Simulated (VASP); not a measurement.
# O (P6_3/mmc) in VASP: a series of runs, part 2 of 2

VASP 6.6.1.

## 3. Single point, PBEsol (volume scaled by 0.98)

Input file INCAR:

```
ALGO     = Normal         # electronic algorithm
EDIFF    = 1E-6           # SCF threshold, eV
ENCUT    = 520            # plane-wave cutoff, eV
GGA      = PS             # functional
ISIF     = 2              # what is computed and relaxed
ISMEAR   = -1             # smearing method
LASPH    = T              # aspherical terms in the spheres
LCHARG   = F              # write CHGCAR
LREAL    = F              # projectors in reciprocal space
LWAVE    = F              # write WAVECAR
NBANDS   = 20             # bands
NELM     = 80             # most SCF steps
PREC     = Accurate       # precision mode
SIGMA    = 0.03           # smearing width, eV
```

Input file KPOINTS:

```
k-points
0
Gamma
  13 13 5
```

Input file POSCAR:

```
O
1.0
    2.5438111071      0.0000000000      0.0000000000
   -1.2719055536      2.2030050412      0.0000000000
    0.0000000000      0.0000000000      6.5308711536
O
4
Direct
    0.3333333333      0.6666666667      0.1610000000
    0.6666666667      0.3333333333      0.6610000000
    0.3333333333      0.6666666667      0.3390000000
    0.6666666667      0.3333333333      0.8390000000
```

Potentials or basis: VASP PAW PBE potentials, release 64 (O).

The run is started by

```console
> cat potpaw_PBE.64/O/POTCAR > POTCAR
> mpirun -np 1 vasp_std > vasp.out
```

OUTCAR:

```text
EDIFF = 1E-6
   ENCUT = 520
   GGA = PS
   ISIF = 2
   ISMEAR = -1
   LASPH = T
   LREAL = F
   NELM = 80
   PREC = Accurate

 ion  position               nearest neighbor table
   1  0.333  0.667  0.161-   3 1.16
   2  0.667  0.333  0.661-   4 1.16
   3  0.333  0.667  0.339-   1 1.16
   4  0.667  0.333  0.839-   2 1.16

  LATTYP: Found a hexagonal cell.
 ALAT       =     2.5438111071
 C/A-ratio  =     2.5673569611

  Lattice vectors:

 A1 = (   2.5438111071,   0.0000000000,   0.0000000000)
 A2 = (  -1.2719055536,   2.2030050412,   0.0000000000)
 A3 = (   0.0000000000,   0.0000000000,   6.5308711536)

Analysis of symmetry for initial positions (statically):
=====================================================================
 Subroutine PRICEL returns:
 Original cell was already a primitive cell.

 Routine SETGRP: Setting up the symmetry group for a
 hexagonal supercell.

 Subroutine GETGRP returns: Found 24 space group operations
 (whereof 12 operations were pure point group operations)
 out of a pool of 24 trial point group operations.

The static configuration has the point symmetry D_3d.
 The point group associated with its full space group is D_6h.

Analysis of symmetry for dynamics (positions and initial velocities):
=====================================================================
 Subroutine PRICEL returns:
 Original cell was already a primitive cell.

 Routine SETGRP: Setting up the symmetry group for a
 hexagonal supercell.

 Subroutine GETGRP returns: Found 24 space group operations
 (whereof 12 operations were pure point group operations)
 out of a pool of 24 trial point group operations.

The dynamic configuration has the point symmetry D_3d.
[... 118 lines left out ...]
   EFERMI =   0.00;   METHOD = LEGACY
   ISMEAR =    -1;   SIGMA  =   0.03  broadening in eV -4-tet -1-fermi 0-gaus
   EFERMI_NEDOS =   21; number of points for ismear=-14 and -15
   IALGO  =     38    algorithm
   IMIX   =      4    mixing-type and parameters
     AMIX     =   0.40;   BMIX     =  1.00
     AMIX_MAG =   1.60;   BMIX_MAG =  1.00
  volume/ion in A,a.u.               =       9.15        61.75
  Fermi-wavevector in a.u.,A,eV,Ry     =   1.422290  2.687738 27.523337  2.022908
  Thomas-Fermi vector in A             =   2.543009
   LORBIT       =      0    0 simple, 1 ext, 2 COOP (PROOUT), +10 PAW based schemes
   GGA     = PS    functional components
   LHFCALC =     F    Hartree Fock is set to
   AEXX    =    0.0000 exact exchange contribution
   IVDW    =     0    specifies the selected vdW correction
   LEPSILON=     F    determine dielectric tensor
   LRPA    =     F    only Hartree local field effects (RPA)
 non-spin polarized calculation
  energy-cutoff  :      520.00
  volume of cell :       36.60
 maximum number of plane-waves:      1005
 NGX is ok and might be reduce to    20
   NGX =  9   NGY =  9   NGZ = 25

 number of electron      23.9999994 magnetization

 Free energy of the ion-electron system (eV)
  ---------------------------------------------------
  ext. energy  EPLUGINS =         0.00000000
  ---------------------------------------------------
  free energy    TOTEN  =       -19.83092990 eV

  energy without entropy =      -19.82270644  energy(sigma->0) =      -19.82681817

 E-fermi :   2.5582     XC(G=0): -10.9599

 val. band max:        2.5550195424   @ k =   0.2308   0.0000   0.2000
 cond. band min:       2.5739165410   @ k =   0.3077   0.1538   0.2000
 fundamental gap:      0.0188969985
 Fermi energy:         2.5582422407

 k-point     1 :       0.0000    0.0000    0.0000
  band No.  band energies     occupation
      1     -26.7601      2.00000
      2     -26.6167      2.00000
      3     -13.5228      2.00000
      4     -11.5067      2.00000
      5      -7.8165      2.00000
      6      -4.6646      2.00000
[... 541 lines left out ...]
     19      18.2764      0.00000
     20      18.3353      0.00000

 [... further k-points ...]

------------------------ aborting loop because EDIFF is reached ----------------------------------------

  FORCE on cell =-STRESS in cart. coord.  units (eV):
  Direction    XX          YY          ZZ          XY          YZ          ZX
  --------------------------------------------------------------------------------------
  -------------------------------------------------------------------------------------
  Total       -1.0990834     -1.0990834     16.6117668      0.0000000      0.0000000      0.0000000
  in kB      -48.1138107    -48.1138107    727.2017936      0.0000000      0.0000000      0.0000000
  external PRESSURE =     210.3247240 kB  Pullay stress =       0.0000000 kB

 VOLUME and BASIS-vectors are now :
 -----------------------------------------------------------------------------
  energy-cutoff  :      520.00
  volume of cell :       36.60
      direct lattice vectors                 reciprocal lattice vectors
     2.543811107  0.000000000  0.000000000     0.393110950  0.226962713  0.000000000
    -1.271905554  2.203005041  0.000000000     0.000000000  0.453925425  0.000000000
     0.000000000  0.000000000  6.530871154     0.000000000  0.000000000  0.153118930

 POSITION                                       TOTAL-FORCE (eV/Angst)
 -----------------------------------------------------------------------------------
     -0.00000      1.46867      1.05147        -0.000000     -0.000000     -5.475944
      1.27191      0.73434      4.31691        -0.000000     -0.000000     -5.475944
     -0.00000      1.46867      2.21397        -0.000000     -0.000000      5.475944
      1.27191      0.73434      5.47940         0.000000      0.000000      5.475944
 -----------------------------------------------------------------------------------
    total drift:                               -0.000000      0.000000      0.000000

  FREE ENERGIE OF THE ION-ELECTRON SYSTEM (eV)
  ---------------------------------------------------
  free  energy   TOTEN  =       -19.8309299010 eV

  energy  without entropy=      -19.8227064444  energy(sigma->0) =      -19.82681817
```

stdout:

```text
POSCAR found type information on POSCAR O
 POSCAR found :  1 types and       4 ions
 scaLAPACK will be used
 -----------------------------------------------------------------------------
|                                                                             |
|                                                                             |
|     You enforced a specific xc type in the INCAR file but a different       |
|     I HOPE YOU KNOW WHAT YOU ARE DOING!                                     |
|                                                                             |
 -----------------------------------------------------------------------------

 LDA part: xc-table for (Slater+PW92), standard interpolation
 POSCAR, INCAR and KPOINTS ok, starting setup
 FFT: planning ... GRIDC
 FFT: planning ... GRID_SOFT
 FFT: planning ... GRID
 WAVECAR not read
 entering main loop
```

Run time: 33 s. Hardware: 1 thread of AMD EPYC 7R43 (Zen 3), shared host; peak memory 0.12 GiB.

Results:

```yaml
Free_energy: -19.8309 eV
Pressure: 21.0 GPa
Largest_force: 5.476 eV/Å
Band_gap_on_the_k_mesh: zero (band 12 reaches 3.73 eV, above the bottom of band 13 at 1.68 eV)
```

Forces on the atoms (eV/Å):
```
O    0.000  0.000 -5.476
O    0.000  0.000 -5.476
O    0.000  0.000  5.476
O    0.000  0.000  5.476
```

Levels at points of the mesh, in eV from the Fermi level:
```csv
k point,band 8,band 9,band 10,band 11,band 12,band 13,band 14,band 15,band 16,band 17
"(0.00, 0.00, 0.00)",-6.41,-6.29,-6.29,1.07,1.07,1.36,1.36,8.58,9.90,10.20
```

Caveat: the standard files for N, O and F lose accuracy on very short bonds; spin is off for a triplet molecule; the PAW data sets were made with another functional, which shifts forces and pressure a little.
